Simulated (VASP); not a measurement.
# Hf (Immm) in VASP: a series of runs, part 2 of 2

VASP 6.6.1.

## (5) Single point, PBEsol

This run uses another cell than the first one, of the same volume but with other edges.

File INCAR:

```
ALGO = Normal
EDIFF = 1E-6
ENCUT = 520
GGA = PS
ISIF = 2
ISMEAR = -1
LASPH = True
LCHARG = True
LELF = True
LREAL = False
LVHAR = True
LWAVE = False
NBANDS = 11
NELM = 80
PREC = Accurate
SIGMA = 0.05
```

File KPOINTS:

```
k-points
0
Gamma
  9 9 9
```

File POSCAR:

```
Hf
1.0
    0.0111000000      2.2200000000      2.2200000000
    2.2200000000      0.0111000000      2.2200000000
    2.2311000000      2.2311000000      0.0000000000
Hf
1
Direct
    0.0000000000      0.0000000000      0.0000000000
```

Potentials or basis: VASP PAW PBE potentials, release 64 (Hf_pv).

Run with:

```bash
cat potpaw_PBE.64/Hf_pv/POTCAR > POTCAR
mpirun -np 1 vasp_std > vasp.out
```

OUTCAR:

```text
EDIFF = 1E-6
   ENCUT = 520
   GGA = PS
   ISIF = 2
   ISMEAR = -1
   LASPH = True
   LREAL = False
   NELM = 80
   PREC = Accurate

 ion  position               nearest neighbor table
   1  0.000  0.000  0.000-

  LATTYP: Found a body centered orthorhombic cell.
 ALAT       =     3.1238563379
 B/A-ratio  =     1.0100502513
 C/A-ratio  =     1.4213201632

  Lattice vectors:

 A1 = (   2.2200000000,   0.0111000000,  -2.2200000000)
 A2 = (  -2.2200000000,  -0.0111000000,  -2.2200000000)
 A3 = (   0.0111000000,   2.2200000000,   2.2200000000)

Analysis of symmetry for initial positions (statically):
=====================================================================
 Subroutine PRICEL returns:
 Original cell was already a primitive cell.

 Routine SETGRP: Setting up the symmetry group for a
 body centered orthorhombic supercell.

 Subroutine GETGRP returns: Found  8 space group operations
 (whereof  8 operations were pure point group operations)
 out of a pool of  8 trial point group operations.

The static configuration has the point symmetry D_2h.

Analysis of symmetry for dynamics (positions and initial velocities):
=====================================================================
 Subroutine PRICEL returns:
[... 158 lines left out ...]
 fundamental gap:      0.0146412847
 Fermi energy:         4.7680007913

 k-point     1 :       0.0000    0.0000    0.0000
  band No.  band energies     occupation
      1     -25.1643      2.00000
      2     -25.1567      2.00000
      3     -25.1487      2.00000
      4      -2.5572      2.00000
      5       6.0501      0.00000
      6       6.1273      0.00000
      7       6.2105      0.00000
      8       8.9934      0.00000
      9       8.9937      0.00000
     10      16.1787      0.00000
     11      17.8487      0.00000
[... 309 lines left out ...]
 k-point    24 :       0.4444    0.4444    0.0000
  band No.  band energies     occupation
      1     -25.9585      2.00000
      2     -25.4759      2.00000
      3     -25.4507      2.00000
      4       1.3964      2.00000
      5       2.5958      2.00000
      6       7.0311      0.00000
      7      11.1110      0.00000
      8      11.2480      0.00000
      9      11.2898      0.00000
     10      15.4128      0.00000
     11      15.6489      0.00000

 [... further k-points ...]
[... 5 lines left out ...]
  --------------------------------------------------------------------------------------
  -------------------------------------------------------------------------------------
  Total       -0.1826991     -0.1826991     -0.1847927     -0.0778708      0.0000000      0.0000000
  in kB      -13.3773124    -13.3773124    -13.5306075     -5.7017351      0.0000000      0.0000000
  external PRESSURE =     -13.4284108 kB  Pullay stress =       0.0000000 kB

 VOLUME and BASIS-vectors are now :
 -----------------------------------------------------------------------------
  energy-cutoff  :      520.00
  volume of cell :       21.88
      direct lattice vectors                 reciprocal lattice vectors
     0.011100000  2.220000000  2.220000000    -0.226357010  0.226357010  0.225225225
     2.220000000  0.011100000  2.220000000     0.226357010 -0.226357010  0.225225225
     2.231100000  2.231100000  0.000000000     0.224104702  0.224104702 -0.225225225

 POSITION                                       TOTAL-FORCE (eV/Angst)
 -----------------------------------------------------------------------------------
      0.00000      0.00000      0.00000        -0.000000     -0.000000      0.000000
 -----------------------------------------------------------------------------------
    total drift:                                0.000000     -0.000000     -0.000000

  FREE ENERGIE OF THE ION-ELECTRON SYSTEM (eV)
  ---------------------------------------------------
  free  energy   TOTEN  =       -10.4322322626 eV

  energy  without entropy=      -10.4155488772  energy(sigma->0) =      -10.42389057
```

OSZICAR:

```text
N       E                     dE             d eps       ncg     rms          rms(c)
DAV:   1     0.125652345461E+02    0.12565E+02   -0.56690E+03  2790   0.840E+02
DAV:   2    -0.103445217805E+02   -0.22910E+02   -0.22169E+02  3463   0.157E+02
DAV:   3    -0.107993243900E+02   -0.45480E+00   -0.45241E+00  3417   0.150E+01
DAV:   4    -0.108010164048E+02   -0.16920E-02   -0.16917E-02  3198   0.112E+00
DAV:   5    -0.108010251496E+02   -0.87448E-05   -0.87439E-05  3510   0.718E-02    0.473E+01
DAV:   6    -0.105291753713E+02    0.27185E+00   -0.21904E-01  3104   0.343E+00    0.283E+01
DAV:   7    -0.104371073511E+02    0.92068E-01   -0.33964E-01  3272   0.412E+00    0.125E+00
DAV:   8    -0.104321880994E+02    0.49193E-02   -0.27815E-02  3062   0.115E+00    0.409E-01
DAV:   9    -0.104322336924E+02   -0.45593E-04   -0.51277E-04  3281   0.178E-01    0.494E-02
DAV:  10    -0.104322327384E+02    0.95394E-06   -0.26491E-05  3064   0.379E-02    0.468E-02
DAV:  11    -0.104322322626E+02    0.47583E-06   -0.40805E-06  3236   0.151E-02
   1 F= -.10432232E+02 E0= -.10423891E+02  d E =-.166834E-01
```

stdout:

```text
POSCAR found type information on POSCAR Hf
 POSCAR found :  1 types and       1 ions
 scaLAPACK will be used
 -----------------------------------------------------------------------------
|                                                                             |
|                                                                             |
|     You enforced a specific xc type in the INCAR file but a different       |
|     I HOPE YOU KNOW WHAT YOU ARE DOING!                                     |
|                                                                             |
 -----------------------------------------------------------------------------

 LDA part: xc-table for (Slater+PW92), standard interpolation
 POSCAR, INCAR and KPOINTS ok, starting setup
 FFT: planning ... GRIDC
 FFT: planning ... GRID_SOFT
 FFT: planning ... GRID
 WAVECAR not read
 entering main loop
```

Run time: 54 s. Hardware: 1 thread of AMD EPYC 7R13, shared host; peak memory 0.13 GiB.

What came out:

```
Free energy            : -10.4322 eV
Pressure               : -1.3 GPa
Band gap on the k mesh : zero (band 5 reaches 6.05 eV, above the bottom of band 6 at 4.17 eV)
```

Stress tensor (GPa, compression positive):
```
-1.34 -0.57  0.00
-0.57 -1.34  0.00
 0.00  0.00 -1.35
```

Caveat: the PAW data sets were made with another functional, which shifts forces and pressure a little; spin-orbit coupling is left out, which moves the levels of the heavy elements.

## (6) The runs side by side

| cell | gap on the mesh (eV) | pressure (GPa) |
| --- | --- | --- |
| a = 3.140, b = 3.140, c = 3.077 Å, angles 60.7, 60.7, 61.3°, 1 atom | none | -1.3 |
| a = 3.140, b = 3.140, c = 3.108 Å, angles 60.3, 60.3, 60.7°, 1 atom | none | -1.3 |
| a = 3.140, b = 3.140, c = 3.124 Å, angles 60.2, 60.2, 60.3°, 1 atom | none | -1.3 |
| a = 3.140, b = 3.140, c = 3.155 Å, angles 59.8, 59.8, 59.7°, 1 atom | none | -1.3 |

Alike in all rows: task single point; level PBEsol; potentials or basis VASP PAW PBE potentials, release 64 (Hf_pv); no spin polarisation; k mesh 9 × 9 × 9; cutoff (eV) 520; smearing fermi-dirac 0.05 eV.

Caveats: the PAW data sets were made with another functional, which shifts forces and pressure a little; spin-orbit coupling is left out, which moves the levels of the heavy elements.

Total energies depend on the potentials used, so only differences within one code and one set of settings carry meaning.
